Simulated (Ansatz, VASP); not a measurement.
One calculation of Mg, two programs

```
CELL_PARAMETERS angstrom
0.00000 2.10458 2.10458
2.10458 0.00000 2.10458
2.10458 2.10458 0.00000
ATOMIC_POSITIONS crystal
Mg 0.00000 0.00000 0.00000
```

Alike in both runs: task single point; functional PBE; k mesh 8 × 8 × 8; occupations gaussian, width 0.1 eV; no spin polarisation.

|  | VASP | Ansatz |
| --- | --- | --- |
| version | VASP 6.6.1 | Ansatz 0.2.0 |
| potentials or method | VASP PAW PBE potentials, release 64 (Mg), cutoff 520 eV | scalar-relativistic, plane waves, PAW |
| valence electrons in the cell | 2 | 10 |

Ansatz gave:

| Item | Value |
| --- | --- |
| gap on the k mesh at the Fermi level (eV) | none |
| pressure (GPa) | 11.6 |

Q: What did VASP give for the same quantities?

A: gap on the k mesh at the Fermi level (eV): none; pressure (GPa): 11.5.

A gap of «none» marks a metal or a gap that the smearing closes. The functional is the same, so the differences come from potentials, cutoffs and numerics. VASP's potentials hold 2 valence electrons a cell and Ansatz's 10, so a difference there can come from the potentials and not from the codes.
